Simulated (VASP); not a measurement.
The system is Ta2NbO2.

```
Ta Nb O
1.0
    -2.12384    2.12384    4.20197
     2.12384   -2.12384    4.20197
     2.12384    2.12384   -4.20197
Ta Nb O
2 1 2
Direct
  0.75000 0.25000 0.50000
  0.25000 0.75000 0.50000
  0.00000 0.00000 0.00000
  0.74159 0.74159 0.00000
  0.25841 0.25841 0.00000
```

Base run:

| Property | Result |
| --- | --- |
| Program | VASP 6.6.1 |
| Functional | PBE |
| Potentials or basis | VASP PAW PBE potentials, release 64 (Ta_pv, Nb_sv, O) |
| Cutoff | 520 eV |
| k mesh | 6 × 6 × 6 |
| Occupations | gaussian, width 0.1 eV |
| Spin | no spin polarisation |

Its results: pressure 0.4 GPa; largest force 0.007 eV/Å.

Task: The run is repeated on the same cell with these changes: potentials or basis from VASP PAW PBE potentials, release 64 (Ta_pv, Nb_sv, O) to VASP PAW PBE potentials, release 64 (Ta_sv_GW, Nb_sv, O); cutoff from 520 eV to 600 eV; further incar settings from ALGO = Normal; EDIFF = 1e-06; NBANDS = 32 to ALGO = Normal; EDIFF = 1e-06; NBANDS = 34; valence electrons from 47 to 51. What comes out?

Result: Pressure 0.0 GPa; largest force 0.006 eV/Å.

Caveats: an odd number of electrons without spin polarisation forces a metal; a magnetic or distorted state may lie lower.
